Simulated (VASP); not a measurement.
# Ta (Fm-3m) in VASP: single point with PBE

Aim: the single point of Ta with PBE.

Everything below comes from runs of VASP 6.6.1. Logs are shortened: lines on timing, memory, paths and dates and some standing lists are left out, and cuts for length are marked.

## 1. The cell of the first run

The structure is cubic, space group Fm-3m (No. 225). Conventional cell: a = 4.205 Å, b = 4.205 Å, c = 4.205 Å, α = 90.00°, β = 90.00°, γ = 90.00°. Ta (site symmetry m-3m) has 12 Ta at 2.97 Å within 3.9 Å.

## 2. Single point, PBE, collinear spin, antiferromagnetic start

The input, INCAR:

```
PREC     = Accurate       # precision mode
ENCUT    = 500            # plane-wave cutoff, eV
EDIFF    = 1E-6           # SCF threshold, eV
ISMEAR   = 0              # smearing method
SIGMA    = 0.1            # smearing width, eV
LREAL    = False          # projectors in reciprocal space
LASPH    = True           # aspherical terms in the spheres
NELM     = 200            # most SCF steps
ALGO     = Normal         # electronic algorithm
ISIF     = 2              # what is computed and relaxed
LWAVE    = False          # write WAVECAR
LCHARG   = False          # write CHGCAR
ISPIN    = 2              # spin polarisation
MAGMOM   = 0.25 0.25 -0.25 -0.25 # initial moments
LORBIT   = 11             # projections on sites
NUPDOWN  = 0.0            # fixed moment
LMAXMIX  = 4              # l up to which the mixer works
GGA      = PE             # functional
NBANDS   = 34             # bands
GGA_COMPAT= False
```

The input, KPOINTS:

```
regular mesh
0
Gamma
  3 3 3
```

The input, POSCAR:

```
Ta
1.0
    4.2052480000      0.0000000000      0.0000000000
    0.0000000000      4.2052480000      0.0000000000
    0.0000000000      0.0000000000      4.2052480000
Ta
4
Direct
    0.0000000000      0.0000000000      0.0000000000
    0.5000000000      0.5000000000      0.0000000000
    0.5000000000      0.0000000000      0.5000000000
    0.0000000000      0.5000000000      0.5000000000
```

Potentials or basis: VASP PAW PBE potentials, release 64 (Ta_pv).

Run with:

```console
> cat potpaw_PBE.64/Ta_pv/POTCAR > POTCAR
> mpirun -np 1 vasp_std > vasp.out
```

OUTCAR:

```text
PREC = Accurate
   ENCUT = 500
   EDIFF = 1E-6
   ISMEAR = 0
   LREAL = False
   LASPH = True
   NELM = 200
   ISIF = 2
   ISPIN = 2
   LORBIT = 11
   NUPDOWN = 0.0
   GGA = PE

 ion  position               nearest neighbor table
   1  0.000  0.000  0.000-   2 2.97   3 2.97   4 2.97   3 2.97   4 2.97   2 2.97   4 2.97   4 2.97
                             2 2.97   3 2.97   3 2.97   2 2.97
   2  0.500  0.500  0.000-   1 2.97   3 2.97   4 2.97   3 2.97   4 2.97   1 2.97   3 2.97   3 2.97
                             1 2.97   4 2.97   4 2.97   1 2.97
   3  0.500  0.000  0.500-   1 2.97   2 2.97   4 2.97   1 2.97   2 2.97   2 2.97   4 2.97   2 2.97
                             1 2.97   4 2.97   1 2.97   4 2.97
   4  0.000  0.500  0.500-   1 2.97   2 2.97   3 2.97   1 2.97   2 2.97   1 2.97   3 2.97   1 2.97
                             2 2.97   3 2.97   2 2.97   3 2.97

  LATTYP: Found a simple cubic cell.
 ALAT       =     4.2052480000

  Lattice vectors:

 A1 = (   4.2052480000,   0.0000000000,   0.0000000000)
 A2 = (   0.0000000000,   4.2052480000,   0.0000000000)
 A3 = (   0.0000000000,   0.0000000000,   4.2052480000)

Analysis of symmetry for initial positions (statically):
=====================================================================
 Subroutine PRICEL returns following result:

  LATTYP: Found a face centered cubic cell.
 ALAT       =     4.2052480000
[... 12 lines left out ...]
 Subroutine GETGRP returns: Found 48 space group operations
 (whereof 48 operations were pure point group operations)
 out of a pool of 48 trial point group operations.

The static configuration has the point symmetry O_h .

Analysis of symmetry for dynamics (positions and initial velocities):
=====================================================================
 Subroutine PRICEL returns following result:

  LATTYP: Found a face centered cubic cell.
 ALAT       =     4.2052480000
[... 12 lines left out ...]
 Subroutine GETGRP returns: Found 48 space group operations
 (whereof 48 operations were pure point group operations)
 out of a pool of 48 trial point group operations.

The dynamic configuration has the point symmetry O_h .

Analysis of structural, dynamic, and magnetic symmetry:
=====================================================================
 Subroutine PRICEL returns following result:

  LATTYP: Found a face centered cubic cell.
 ALAT       =     4.2052480000
[... 12 lines left out ...]
 Subroutine GETGRP returns: Found 16 space group operations
 (whereof 16 operations were pure point group operations)
 out of a pool of 48 trial point group operations.

The overall configuration has the point symmetry D_4h.

 Subroutine INISYM returns: Found 16 space group operations
 (whereof 16 operations are pure point group operations),
 and found     4 'primitive' translations

----------------------------------------------------------------------------------------

                                     Primitive cell

  volume of cell :      18.5915

  direct lattice vectors                    reciprocal lattice vectors
     2.102624000 -2.102624000  0.000000000     0.237798104 -0.237798104 -0.237798104
     2.102624000  0.000000000  2.102624000     0.237798104  0.237798104  0.237798104
     0.000000000 -2.102624000  2.102624000    -0.237798104 -0.237798104  0.237798104

  length of vectors
     2.973559377  2.973559377  2.973559377     0.411878398  0.411878398  0.411878398

  position of ions in fractional coordinates (direct lattice)
     0.000000000  0.000000000  0.000000000

  ion indices of the primitive-cell ions
   primitive index   ion index
                 1           1

----------------------------------------------------------------------------------------

 KPOINTS: regular mesh

Automatic generation of k-mesh.
 Grid dimensions read from file:
 generate k-points for:    3    3    3

 Generating k-lattice:

  Cartesian coordinates                     Fractional coordinates (reciprocal lattice)
     0.079266035  0.000000000  0.000000000     0.333333333  0.000000000  0.000000000
     0.000000000  0.079266035  0.000000000     0.000000000  0.333333333  0.000000000
     0.000000000  0.000000000  0.079266035     0.000000000  0.000000000  0.333333333

  Length of vectors
     0.079266035  0.079266035  0.079266035

  Shift w.r.t. Gamma in fractional coordinates (k-lattice)
     0.000000000  0.000000000  0.000000000

 Subroutine IBZKPT returns following result:
 ===========================================

 Found      6 irreducible k-points:

 Following reciprocal coordinates:
            Coordinates               Weight
  0.000000  0.000000  0.000000      1.000000
  0.333333  0.000000  0.000000      4.000000
  0.000000  0.000000  0.333333      2.000000
  0.333333  0.333333  0.000000      4.000000
  0.000000  0.333333  0.333333      8.000000
  0.333333  0.333333  0.333333      8.000000
   k-points           NKPTS =      6   k-points in BZ     NKDIM =      6   number of bands    NBANDS=     34
   number of dos      NEDOS =    301   number of ions     NIONS =      4
   total plane-waves  NPLWV =  32768
   dimension x,y,z NGX =    32 NGY =   32 NGZ =   32
   dimension x,y,z NGXF=    64 NGYF=   64 NGZF=   64
   ions per type =               4
   NGX,Y,Z   is equivalent  to a cutoff of  12.65, 12.65, 12.65 a.u.
   NGXF,Y,Z  is equivalent  to a cutoff of  25.30, 25.30, 25.30 a.u.
 SYSTEM =  unknown system
   PREC   = accura    normal or accurate (medium, high low for compatibility)
   ISTART =      0    job   : 0-new  1-cont  2-samecut
   ICHARG =      2    charge: 1-file 2-atom 10-const
   ISPIN  =      2    spin polarized calculation?
   LNONCOLLINEAR =      F non collinear calculations
   LSORBIT =      F    spin-orbit coupling
   LASPH  =      T    aspherical Exc in radial PAW
   ENCUT  =  500.0 eV  36.75 Ry    6.06 a.u.   7.67  7.67  7.67*2*pi/ulx,y,z
   NELM   =    200;   NELMIN=  2; NELMDL= -5     # of ELM steps
   EDIFF  = 0.1E-05   stopping-criterion for ELM
   LREAL  =      F    real-space projection
[... 7 lines left out ...]
   TEBEG  =    0.0;   TEEND  =   0.0 temperature during run
   PSTRESS=    0.0 pullay stress
   NELECT =      44.0000    total number of electrons
   NUPDOWN=       0.0000    fix difference up-down
   EMIN   =  10.00;   EMAX   =-10.00  energy-range for DOS
   EFERMI =   0.00;   METHOD = LEGACY
   ISMEAR =     0;   SIGMA  =   0.10  broadening in eV -4-tet -1-fermi 0-gaus
   EFERMI_NEDOS =   21; number of points for ismear=-14 and -15
   IALGO  =     38    algorithm
   IMIX   =      4    mixing-type and parameters
     AMIX     =   0.40;   BMIX     =  1.00
     AMIX_MAG =   1.60;   BMIX_MAG =  1.00
  volume/ion in A,a.u.               =      18.59       125.46
  Fermi-wavevector in a.u.,A,eV,Ry     =   1.374361  2.597165 25.699606  1.888868
  Thomas-Fermi vector in A             =   2.499794
   LORBIT       =     11    0 simple, 1 ext, 2 COOP (PROOUT), +10 PAW based schemes
   GGA     = PE    functional components
   LHFCALC =     F    Hartree Fock is set to
   AEXX    =    0.0000 exact exchange contribution
   IVDW    =     0    specifies the selected vdW correction
   LEPSILON=     F    determine dielectric tensor
   LRPA    =     F    only Hartree local field effects (RPA)
 spin polarized calculation
 Gauss-broadening in eV      SIGMA  =   0.10
  energy-cutoff  :      500.00
  volume of cell :       74.37
 maximum number of plane-waves:      1916
 NGX is ok and might be reduce to    32
   NGX = 15   NGY = 15   NGZ = 15

 number of electron      43.9999995 magnetization       0.0000000

 number of electron      43.9999995 magnetization      -0.0000000

 Free energy of the ion-electron system (eV)
  ---------------------------------------------------
  ext. energy  EPLUGINS =         0.00000000
  ---------------------------------------------------
  free energy    TOTEN  =       -46.47326411 eV

  energy without entropy =      -46.43720006  energy(sigma->0) =      -46.45523208

 E-fermi :   5.6511     XC(G=0): -12.4655

 val. band max:        5.5936900864   @ k =   0.3333   0.3333   0.3333
 cond. band min:       5.9479376673   @ k =   0.3333   0.0000   0.0000
 fundamental gap:      0.3542475810
 Fermi energy:         5.6511163429

 spin component 1

 k-point     1 :       0.0000    0.0000    0.0000
  band No.  band energies     occupation
      1     -29.0007      1.00000
      2     -29.0007      1.00000
      3     -29.0007      1.00000
      4     -28.3980      1.00000
      5     -28.3980      1.00000
      6     -28.3980      1.00000
[... 211 lines left out ...]
     33      11.5278      0.00000
     34      12.1425      0.00000
 Fermi energy:         5.6511163429

 spin component 2

 k-point     1 :       0.0000    0.0000    0.0000
  band No.  band energies     occupation
      1     -29.0007      1.00000
      2     -29.0007      1.00000
      3     -29.0007      1.00000
      4     -28.3980      1.00000
      5     -28.3980      1.00000
      6     -28.3980      1.00000
[... 211 lines left out ...]
     33      11.5278      0.00000
     34      12.1425      0.00000

------------------------ aborting loop because EDIFF is reached ----------------------------------------

  FORCE on cell =-STRESS in cart. coord.  units (eV):
  Direction    XX          YY          ZZ          XY          YZ          ZX
  --------------------------------------------------------------------------------------
  -------------------------------------------------------------------------------------
  Total        1.5286119      1.5286119      1.5286433      0.0000000      0.0000000      0.0000000
  in kB       32.9331269     32.9331269     32.9338049      0.0000000      0.0000000      0.0000000
  external PRESSURE =      32.9333529 kB  Pullay stress =       0.0000000 kB

 VOLUME and BASIS-vectors are now :
 -----------------------------------------------------------------------------
  energy-cutoff  :      500.00
  volume of cell :       74.37
      direct lattice vectors                 reciprocal lattice vectors
     4.205248000  0.000000000  0.000000000     0.237798104  0.000000000  0.000000000
     0.000000000  4.205248000  0.000000000     0.000000000  0.237798104  0.000000000
     0.000000000  0.000000000  4.205248000     0.000000000  0.000000000  0.237798104

 POSITION                                       TOTAL-FORCE (eV/Angst)
 -----------------------------------------------------------------------------------
      0.00000      0.00000      0.00000        -0.000000      0.000000      0.000000
      2.10262      2.10262      0.00000         0.000000     -0.000000     -0.000000
      2.10262      0.00000      2.10262        -0.000000      0.000000      0.000000
      0.00000      2.10262      2.10262         0.000000     -0.000000      0.000000
 -----------------------------------------------------------------------------------
    total drift:                                0.000000     -0.000000     -0.000000

  FREE ENERGIE OF THE ION-ELECTRON SYSTEM (eV)
  ---------------------------------------------------
  free  energy   TOTEN  =       -46.4732641053 eV

  energy  without entropy=      -46.4372000605  energy(sigma->0) =      -46.45523208

 total charge

# of ion       s       p       d       tot
------------------------------------------
    1        0.380   6.190   2.275   8.845
    2        0.380   6.190   2.275   8.845
    3        0.380   6.190   2.275   8.845
    4        0.380   6.190   2.275   8.845
--------------------------------------------------
tot          1.521  24.760   9.099  35.379

 magnetization (x)

# of ion       s       p       d       tot
------------------------------------------
    1       -0.000  -0.000  -0.000  -0.000
    2       -0.000  -0.000  -0.000  -0.000
    3        0.000   0.000   0.000   0.000
    4        0.000   0.000   0.000   0.000
--------------------------------------------------
tot          0.000   0.000   0.000   0.000
```

Wall time 50 s (1 thread of AMD EPYC 7R13, shared host); peak memory 0.17 GiB.

Results:

- Free energy: -46.4733 eV
- Pressure: 3.3 GPa
- Net moment: 0.00 μB per cell
- Valence electrons inside the program's atomic spheres: Ta 8.85

Caveat: the k points lie up to 0.50 Å⁻¹ apart; spin-orbit coupling is left out, which moves the levels of the heavy elements; the total moment is fixed, so each spin has its own Fermi level.
